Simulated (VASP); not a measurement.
# ZnCu (Pm-3m) in VASP: further runs

Runs on ZnCu. Level: PBE+D3(BJ). Tasks: single point, relaxation of cell and atoms.

Everything below comes from runs of VASP 6.6.1. Logs are shortened: lines on timing, memory, paths and dates and some standing lists are left out, and cuts for length are marked.

**1. The cell of the first run**

The structure is cubic, space group Pm-3m (No. 221). Conventional cell: a = 2.911 Å, b = 2.911 Å, c = 2.911 Å, α = 90.00°, β = 90.00°, γ = 90.00°. Zn (site symmetry m-3m) has 8 Cu at 2.52 Å and 6 Zn at 2.91 Å within 3.3 Å. Cu (site symmetry m-3m) has 8 Zn at 2.52 Å and 6 Cu at 2.91 Å within 3.3 Å.

**2. Single point, PBE+D3(BJ)**

Input file INCAR:

```
PREC = Accurate
ENCUT = 520
EDIFF = 1E-6
ISMEAR = 0
SIGMA = 0.1
LREAL = False
LASPH = True
NELM = 100
ALGO = Normal
ISIF = 2
LWAVE = False
LCHARG = False
GGA = PE
IVDW = 12
NBANDS = 18
```

Input file KPOINTS:

```
Automatic mesh
0
Gamma
  18 18 18
```

Input file POSCAR:

```
ZnCu
1.0
    2.9111880546      0.0000000000      0.0000000000
    0.0000000000      2.9111880546      0.0000000000
    0.0000000000      0.0000000000      2.9111880546
Zn Cu
1 1
Direct
    0.5000000000      0.5000000000      0.5000000000
    0.0000000000      0.0000000000      0.0000000000
```

Potentials or basis: VASP PAW PBE potentials, release 64 (Zn, Cu).

Started as:

```
$ cat potpaw_PBE.64/Zn/POTCAR potpaw_PBE.64/Cu/POTCAR > POTCAR
$ mpirun -np 1 vasp_std > vasp.out
```

OUTCAR:

```text
PREC = Accurate
   ENCUT = 520
   EDIFF = 1E-6
   ISMEAR = 0
   LREAL = False
   LASPH = True
   NELM = 100
   ISIF = 2
   GGA = PE
   IVDW = 12
 IVDW          = 12

 ion  position               nearest neighbor table
   1  0.500  0.500  0.500-   2 2.52   2 2.52   2 2.52   2 2.52   2 2.52   2 2.52   2 2.52   2 2.52

   2  0.000  0.000  0.000-   1 2.52   1 2.52   1 2.52   1 2.52   1 2.52   1 2.52   1 2.52   1 2.52

  LATTYP: Found a simple cubic cell.
 ALAT       =     2.9111880546

  Lattice vectors:

 A1 = (   2.9111880546,   0.0000000000,   0.0000000000)
 A2 = (   0.0000000000,   2.9111880546,   0.0000000000)
 A3 = (   0.0000000000,   0.0000000000,   2.9111880546)

Analysis of symmetry for initial positions (statically):
=====================================================================
 Subroutine PRICEL returns:
 Original cell was already a primitive cell.

 Routine SETGRP: Setting up the symmetry group for a
 simple cubic supercell.

 Subroutine GETGRP returns: Found 48 space group operations
 (whereof 48 operations were pure point group operations)
 out of a pool of 48 trial point group operations.

The static configuration has the point symmetry O_h .

Analysis of symmetry for dynamics (positions and initial velocities):
=====================================================================
 Subroutine PRICEL returns:
 Original cell was already a primitive cell.

 Routine SETGRP: Setting up the symmetry group for a
 simple cubic supercell.

 Subroutine GETGRP returns: Found 48 space group operations
 (whereof 48 operations were pure point group operations)
 out of a pool of 48 trial point group operations.

The dynamic configuration has the point symmetry O_h .

 Subroutine INISYM returns: Found 48 space group operations
 (whereof 48 operations are pure point group operations),
 and found     1 'primitive' translations

----------------------------------------------------------------------------------------

                                     Primitive cell

  volume of cell :      24.6724

  direct lattice vectors                    reciprocal lattice vectors
     2.911188055  0.000000000  0.000000000     0.343502371  0.000000000  0.000000000
     0.000000000  2.911188055  0.000000000     0.000000000  0.343502371  0.000000000
     0.000000000  0.000000000  2.911188055     0.000000000  0.000000000  0.343502371

  length of vectors
     2.911188055  2.911188055  2.911188055     0.343502371  0.343502371  0.343502371

  position of ions in fractional coordinates (direct lattice)
     0.500000000  0.500000000  0.500000000
     0.000000000  0.000000000  0.000000000

  ion indices of the primitive-cell ions
   primitive index   ion index
                 1           1
                 2           2

----------------------------------------------------------------------------------------

 KPOINTS: Automatic mesh

Automatic generation of k-mesh.
 Grid dimensions read from file:
 generate k-points for:   18   18   18

 Generating k-lattice:

  Cartesian coordinates                     Fractional coordinates (reciprocal lattice)
     0.019083465  0.000000000  0.000000000     0.055555556  0.000000000  0.000000000
     0.000000000  0.019083465  0.000000000     0.000000000  0.055555556  0.000000000
     0.000000000  0.000000000  0.019083465     0.000000000  0.000000000  0.055555556

  Length of vectors
     0.019083465  0.019083465  0.019083465

  Shift w.r.t. Gamma in fractional coordinates (k-lattice)
     0.000000000  0.000000000  0.000000000

 Subroutine IBZKPT returns following result:
 ===========================================

 Found    220 irreducible k-points:

 Following reciprocal coordinates:
            Coordinates               Weight
  0.000000  0.000000  0.000000      1.000000
  0.055556  0.000000  0.000000      6.000000
  0.111111  0.000000  0.000000      6.000000
  0.166667  0.000000  0.000000      6.000000
  0.222222  0.000000  0.000000      6.000000
  0.277778  0.000000  0.000000      6.000000
[... 16 lines left out ...]
  0.277778  0.111111  0.000000     24.000000
  0.333333  0.111111  0.000000     24.000000
 [... further k-points ...]
   k-points           NKPTS =    220   k-points in BZ     NKDIM =    220   number of bands    NBANDS=     18
   number of dos      NEDOS =    301   number of ions     NIONS =      2
   total plane-waves  NPLWV =  13824
   dimension x,y,z NGX =    24 NGY =   24 NGZ =   24
   dimension x,y,z NGXF=    48 NGYF=   48 NGZF=   48
   ions per type =               1   1
   NGX,Y,Z   is equivalent  to a cutoff of  13.71, 13.71, 13.71 a.u.
   NGXF,Y,Z  is equivalent  to a cutoff of  27.41, 27.41, 27.41 a.u.
 SYSTEM =  unknown system
   PREC   = accura    normal or accurate (medium, high low for compatibility)
   ISTART =      0    job   : 0-new  1-cont  2-samecut
   ICHARG =      2    charge: 1-file 2-atom 10-const
   ISPIN  =      1    spin polarized calculation?
   LNONCOLLINEAR =      F non collinear calculations
   LSORBIT =      F    spin-orbit coupling
   LASPH  =      T    aspherical Exc in radial PAW
   ENCUT  =  520.0 eV  38.22 Ry    6.18 a.u.   5.41  5.41  5.41*2*pi/ulx,y,z
   NELM   =    100;   NELMIN=  2; NELMDL= -5     # of ELM steps
   EDIFF  = 0.1E-05   stopping-criterion for ELM
   LREAL  =      F    real-space projection
   EDIFFG = 0.1E-04   stopping-criterion for IOM
   NSW    =      0    number of steps for IOM
   IBRION =     -1    ionic relax: 0-MD 1-quasi-New 2-CG
   NFREE  =      0    steps in history (QN), initial steepest desc. (CG)
   ISIF   =      2    stress and relaxation
   ISYM   =      2    0-nonsym 1-usesym 2-fastsym
   POTIM  = 0.5000    time-step for ionic-motion
   TEBEG  =    0.0;   TEEND  =   0.0 temperature during run
   PSTRESS=    0.0 pullay stress
   NELECT =      23.0000    total number of electrons
   NUPDOWN=      -1.0000    fix difference up-down
   EMIN   =  10.00;   EMAX   =-10.00  energy-range for DOS
   EFERMI =   0.00;   METHOD = LEGACY
   ISMEAR =     0;   SIGMA  =   0.10  broadening in eV -4-tet -1-fermi 0-gaus
   EFERMI_NEDOS =   21; number of points for ismear=-14 and -15
   IALGO  =     38    algorithm
   IMIX   =      4    mixing-type and parameters
     AMIX     =   0.40;   BMIX     =  1.00
     AMIX_MAG =   1.60;   BMIX_MAG =  1.00
  volume/ion in A,a.u.               =      12.34        83.25
  Fermi-wavevector in a.u.,A,eV,Ry     =   1.599241  3.022127 34.797866  2.557571
  Thomas-Fermi vector in A             =   2.696565
   LORBIT       =      0    0 simple, 1 ext, 2 COOP (PROOUT), +10 PAW based schemes
   GGA     = PE    functional components
   LHFCALC =     F    Hartree Fock is set to
   AEXX    =    0.0000 exact exchange contribution
   IVDW    =    12    specifies the selected vdW correction
   LEPSILON=     F    determine dielectric tensor
   LRPA    =     F    only Hartree local field effects (RPA)
 non-spin polarized calculation
 Gauss-broadening in eV      SIGMA  =   0.10
  energy-cutoff  :      520.00
  volume of cell :       24.67
 maximum number of plane-waves:       691
 NGX is ok and might be reduce to    24
   NGX = 11   NGY = 11   NGZ = 11

 number of electron      22.9999984 magnetization

 Free energy of the ion-electron system (eV)
  ---------------------------------------------------
  ext. energy  EPLUGINS =         0.00000000
  ---------------------------------------------------
  free energy    TOTEN  =        -4.98098063 eV

  energy without entropy =       -4.97857904  energy(sigma->0) =       -4.97977984

 E-fermi :   5.8998     XC(G=0): -12.5965

 val. band max:        5.8832642704   @ k =   0.5000   0.5000   0.2222
 cond. band min:       5.9062823929   @ k =   0.3333   0.2222   0.0556
 fundamental gap:      0.0230181226
 Fermi energy:         5.8997778798

 k-point     1 :       0.0000    0.0000    0.0000
  band No.  band energies     occupation
      1      -4.7316      2.00000
      2      -2.0900      2.00000
      3      -2.0900      2.00000
      4      -1.3351      2.00000
      5      -1.3351      2.00000
      6      -1.3351      2.00000
[... 10 lines left out ...]
     17      18.7264      0.00000
     18      29.6631      0.00000

 k-point     2 :       0.0556    0.0000    0.0000
  band No.  band energies     occupation
      1      -4.6743      2.00000
      2      -2.0827      2.00000
      3      -2.0771      2.00000
      4      -1.3403      2.00000
      5      -1.3403      2.00000
      6      -1.3323      2.00000
[... 10 lines left out ...]
     17      19.0455      0.00000
     18      28.9543      0.00000

 k-point     3 :       0.1111    0.0000    0.0000
  band No.  band energies     occupation
      1      -4.5032      2.00000
      2      -2.0617      2.00000
      3      -2.0391      2.00000
      4      -1.3554      2.00000
      5      -1.3554      2.00000
      6      -1.3244      2.00000
[... 10 lines left out ...]
     17      20.2857      0.00000
     18      27.6419      0.00000

 k-point     4 :       0.1667    0.0000    0.0000
  band No.  band energies     occupation
      1      -4.2222      2.00000
      2      -2.0291      2.00000
      3      -1.9780      2.00000
      4      -1.3784      2.00000
      5      -1.3784      2.00000
      6      -1.3122      2.00000
[... 10 lines left out ...]
     17      22.1455      0.00000
     18      26.3024      0.00000

 k-point     5 :       0.2222    0.0000    0.0000
  band No.  band energies     occupation
      1      -3.8395      2.00000
      2      -1.9886      2.00000
      3      -1.8948      2.00000
      4      -1.4066      2.00000
      5      -1.4066      2.00000
      6      -1.2971      2.00000
[... 10 lines left out ...]
     17      24.2695      0.00000
     18      24.9851      0.00000

 k-point     6 :       0.2778    0.0000    0.0000
  band No.  band energies     occupation
      1      -3.3729      2.00000
      2      -1.9448      2.00000
      3      -1.7843      2.00000
      4      -1.4365      2.00000
      5      -1.4365      2.00000
      6      -1.2809      2.00000
[... 10 lines left out ...]
     17      23.4916      0.00000
     18      23.4916      0.00000

 k-point     7 :       0.3333    0.0000    0.0000
  band No.  band energies     occupation
      1      -2.8677      2.00000
      2      -1.9029      2.00000
      3      -1.6192      2.00000
      4      -1.4644      2.00000
      5      -1.4644      2.00000
      6      -1.2656      2.00000
[... 10 lines left out ...]
     17      22.0678      0.00000
     18      22.0678      0.00000

 k-point     8 :       0.3889    0.0000    0.0000
  band No.  band energies     occupation
      1      -2.4343      2.00000
      2      -1.8682      2.00000
      3      -1.4871      2.00000
      4      -1.4871      2.00000
      5      -1.3167      2.00000
      6      -1.2531      2.00000
[... 10 lines left out ...]
     17      20.7169      0.00000
     18      20.7169      0.00000
[... 229 lines left out ...]
     17      19.9722      0.00000
     18      21.0288      0.00000

 k-point    20 :       0.1111    0.1111    0.0000
  band No.  band energies     occupation
      1      -4.2782      2.00000
      2      -2.0257      2.00000
      3      -1.9983      2.00000
      4      -1.3764      2.00000
      5      -1.3668      2.00000
      6      -1.3285      2.00000
[... 10 lines left out ...]
     17      20.8500      0.00000
     18      24.8440      0.00000

 k-point    21 :       0.1667    0.1111    0.0000
  band No.  band energies     occupation
      1      -4.0023      2.00000
      2      -1.9933      2.00000
      3      -1.9402      2.00000
      4      -1.3988      2.00000
      5      -1.3875      2.00000
      6      -1.3253      2.00000
[... 10 lines left out ...]
     17      22.3979      0.00000
     18      23.3009      0.00000

 k-point    22 :       0.2222    0.1111    0.0000
  band No.  band energies     occupation
      1      -3.6287      2.00000
      2      -1.9553      2.00000
      3      -1.8605      2.00000
      4      -1.4213      2.00000
      5      -1.4158      2.00000
      6      -1.3186      2.00000
[... 10 lines left out ...]
     17      21.8267      0.00000
     18      24.4699      0.00000

 k-point    23 :       0.2778    0.1111    0.0000
  band No.  band energies     occupation
      1      -3.1795      2.00000
      2      -1.9143      2.00000
      3      -1.7656      2.00000
      4      -1.4466      2.00000
      5      -1.4261      2.00000
      6      -1.3105      2.00000
[... 10 lines left out ...]
     17      21.0150      0.00000
     18      23.6601      0.00000

 k-point    24 :       0.3333    0.1111    0.0000
  band No.  band energies     occupation
      1      -2.7074      2.00000
      2      -1.8741      2.00000
      3      -1.6836      2.00000
      4      -1.4758      2.00000
      5      -1.3464      2.00000
      6      -1.3028      2.00000
[... 10 lines left out ...]
     17      21.4707      0.00000
     18      22.2453      0.00000

 [... further k-points ...]

------------------------ aborting loop because EDIFF is reached ----------------------------------------

 Edisp (eV)   -1.05148

 E8    (eV) :    -0.4465

  FORCE on cell =-STRESS in cart. coord.  units (eV):
  Direction    XX          YY          ZZ          XY          YZ          ZX
  --------------------------------------------------------------------------------------
  -------------------------------------------------------------------------------------
  Total       0.08746     0.08746     0.08746     0.00000    -0.00000     0.00000
  in kB       5.67968     5.67968     5.67968     0.00000    -0.00000     0.00000
  external pressure =        5.68 kB  Pullay stress =        0.00 kB

 VOLUME and BASIS-vectors are now :
 -----------------------------------------------------------------------------
  energy-cutoff  :      520.00
  volume of cell :       24.67
      direct lattice vectors                 reciprocal lattice vectors
     2.911188055  0.000000000  0.000000000     0.343502371  0.000000000  0.000000000
     0.000000000  2.911188055  0.000000000     0.000000000  0.343502371  0.000000000
     0.000000000  0.000000000  2.911188055     0.000000000  0.000000000  0.343502371

 POSITION                                       TOTAL-FORCE (eV/Angst)
 -----------------------------------------------------------------------------------
      1.45559      1.45559      1.45559         0.000000      0.000000      0.000000
      0.00000      0.00000      0.00000         0.000000      0.000000      0.000000
 -----------------------------------------------------------------------------------
    total drift:                                0.000000      0.000000     -0.000000

  FREE ENERGIE OF THE ION-ELECTRON SYSTEM (eV)
  ---------------------------------------------------
  free  energy   TOTEN  =        -6.0324598044 eV

  energy  without entropy=       -6.0300582166  energy(sigma->0) =       -6.03125901
```

Run time: 94 s. Hardware: 1 thread of Intel Xeon Platinum 8259CL at 2.50GHz (Skylake/Cascade Lake), shared host; peak memory 0.23 GiB.

Results:

```yaml
Free_energy: -6.0325 eV
Pressure: 0.6 GPa
Band_gap_on_the_k_mesh: zero (an odd number of electrons rules out a gap without spin polarisation)
Dispersion_energy_per_atom: -0.526 eV
```

Levels at points of the mesh, in eV from the Fermi level:
| k point | band 9 | band 10 | band 11 | band 12 | band 13 | band 14 | band 15 | band 16 |
| --- | --- | --- | --- | --- | --- | --- | --- | --- |
| (0.00, 0.00, 0.00) | -2.81 | -2.81 | -2.81 | 6.34 | 6.34 | 6.34 | 11.46 | 11.46 |
| (0.50, 0.00, 0.00) | -3.40 | -3.40 | -2.90 | -2.06 | 12.00 | 12.00 | 12.62 | 12.62 |
| (0.50, 0.50, 0.00) | -2.96 | -2.57 | -2.02 | -2.02 | 1.89 | 2.22 | 14.29 | 15.79 |
| (0.50, 0.50, 0.50) | -2.55 | -2.55 | 4.09 | 4.40 | 4.40 | 4.40 | 4.61 | 4.61 |

**3. Relaxation of cell and atoms, PBE+D3(BJ)**

This run uses another cell than the first one, of 13.07 Å³/atom.

Input file INCAR:

```
PREC     = Accurate       # precision mode
ENCUT    = 600            # plane-wave cutoff, eV
EDIFF    = 1E-6           # SCF threshold, eV
ISMEAR   = 0              # smearing method
SIGMA    = 0.1            # smearing width, eV
LREAL    = F              # projectors in reciprocal space
LASPH    = T              # aspherical terms in the spheres
NELM     = 100            # most SCF steps
ALGO     = Normal         # electronic algorithm
ISIF     = 3              # what is computed and relaxed
LWAVE    = F              # write WAVECAR
LCHARG   = F              # write CHGCAR
GGA      = PE             # functional
IVDW     = 12             # dispersion correction
IBRION   = 2              # ionic algorithm
NSW      = 70             # ionic steps
EDIFFG   = -0.02          # ionic threshold
```

Input file KPOINTS:

```
regular mesh
0
Gamma
  18 18 18
```

Input file POSCAR:

```
ZnCu
1.0
    2.9675556429      0.0000000000      0.0000000000
    0.0000000000      2.9675556429      0.0000000000
    0.0000000000      0.0000000000      2.9675556429
Zn Cu
1 1
Direct
    0.5000000000      0.5000000000      0.5000000000
    0.0000000000      0.0000000000      0.0000000000
```

Potentials or basis: VASP PAW PBE potentials, release 64 (Zn, Cu).

Started as:

```
$ cat potpaw_PBE.64/Zn/POTCAR potpaw_PBE.64/Cu/POTCAR > POTCAR
$ mpirun -np 1 vasp_std > vasp.out
```

It took 3.6 min on 1 thread of Intel Xeon Platinum 8259CL at 2.50GHz (Skylake/Cascade Lake), shared host; peak memory 0.25 GiB.

Results (log left out):

```
Free energy                           : -6.0331 eV
Relaxed volume                        : 12.39 Å³/atom
Relaxed cell                          : a = 2.915 Å, b = 2.915 Å, c = 2.915 Å, α = 90.00°, β = 90.00°, γ = 90.00°
Space group after relaxing (to 0.1 Å) : Pm-3m (No. 221)
Energy gained by relaxing             : 13.7 meV/atom
Ionic steps                           : 3
Pressure after relaxing               : 0.1 GPa
Band gap on the k mesh                : zero (an odd number of electrons rules out a gap without spin polarisation)
Dispersion energy per atom            : -0.524 eV
```

Step by step:
```
step  energy change (eV)  largest force (eV/Å)  pressure (GPa)  volume (Å³)
   1              0.0000                0.0000           -6.09        26.13
   2             -0.0235                0.0000            2.63        24.30
   3             -0.0275                0.0000            0.14        24.77
```

Final structure:
```cif
data_structure
_symmetry_space_group_name_H-M 'P 1'
_symmetry_Int_Tables_number 1
_cell_length_a 2.9151
_cell_length_b 2.9151
_cell_length_c 2.9151
_cell_angle_alpha 90.000
_cell_angle_beta 90.000
_cell_angle_gamma 90.000
_cell_volume 24.77
loop_
_atom_site_label
_atom_site_type_symbol
_atom_site_fract_x
_atom_site_fract_y
_atom_site_fract_z
_atom_site_occupancy
Zn1 Zn 0.50000 0.50000 0.50000 1
Cu1 Cu 0.00000 0.00000 0.00000 1
```

Levels at points of the mesh, in eV from the Fermi level:
```csv
k point,band 10,band 11,band 12,band 13,band 14,band 15
"(0.00, 0.00, 0.00)",-2.81,-2.81,6.32,6.32,6.32,11.43
"(0.50, 0.00, 0.00)",-3.39,-2.89,-2.05,11.96,11.96,12.58
"(0.50, 0.50, 0.00)",-2.57,-2.00,-2.00,1.87,2.21,14.25
"(0.50, 0.50, 0.50)",-2.54,4.06,4.39,4.39,4.39,4.59
```

The gap in the log of VASP goes by the Fermi energy; the results here count the filled bands.